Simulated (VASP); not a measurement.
Write the native input for VASP 6.6.1 that does the following.

* Task: single point
* Functional: PBEsol
* Potentials or basis: VASP PAW PBE potentials, release 64 (Hf_pv)
* Cutoff: 500 eV
* k mesh: 6 × 6 × 4
* Occupations: gaussian, width 0.1 eV
* Spin: no spin polarisation
* Dipole correction: no
* Further INCAR settings: ALGO = Normal; EDIFF = 1e-06; NBANDS = 28

The structure of Hf lies in POSCAR:

```
Hf
1.0
    1.7701402080     -5.6152483939      0.0000000000
    1.7701402080      5.6152483939      0.0000000000
    0.0000000000      0.0000000000      4.6847215172
Hf
4
Direct
    0.0980000000      0.9020000000      0.9100000000
    0.5980000000      0.4020000000      0.5900000000
    0.9020000000      0.0980000000      0.0900000000
    0.4020000000      0.5980000000      0.4100000000
```

One way to write it, as run:

INCAR

```
SYSTEM = Hf
PREC     = Accurate       ! precision mode
ENCUT    = 500            ! plane-wave cutoff, eV
EDIFF    = 1E-6           ! SCF threshold, eV
ISMEAR   = 0              ! smearing method
SIGMA    = 0.1            ! smearing width, eV
LREAL    = .False.        ! projectors in reciprocal space
LASPH    = .True.         ! aspherical terms in the spheres
NELM     = 120            ! most SCF steps
ALGO     = Normal         ! electronic algorithm
ISIF     = 2              ! what is computed and relaxed
LWAVE    = .False.        ! write WAVECAR
LCHARG   = .False.        ! write CHGCAR
GGA      = PS             ! functional
NBANDS   = 28             ! bands
GGA_COMPAT= .False.
```

KPOINTS

```
regular mesh
0
Gamma
  6 6 4
  0 0 0
```

Potentials or basis: VASP PAW PBE potentials, release 64 (Hf_pv).

The run is started by

```sh
$ cat potpaw_PBE.64/Hf_pv/POTCAR > POTCAR
$ mpirun -np 1 vasp_std > vasp.out
```

Results of the run:

```
Pressure               : 18.1 GPa
Largest force          : 6.372 eV/Å
Band gap on the k mesh : zero (bands 20 and 21 overlap by 1.34 eV)
```

Caveat: the stress differs along the axes, from 11 to 23 GPa; the PAW data sets were made with another functional, which shifts forces and pressure a little; spin-orbit coupling is left out, which moves the levels of the heavy elements.

It took 2.6 min on 1 thread of AMD EPYC 7R13, on a shared host, peak memory 0.29 GiB.
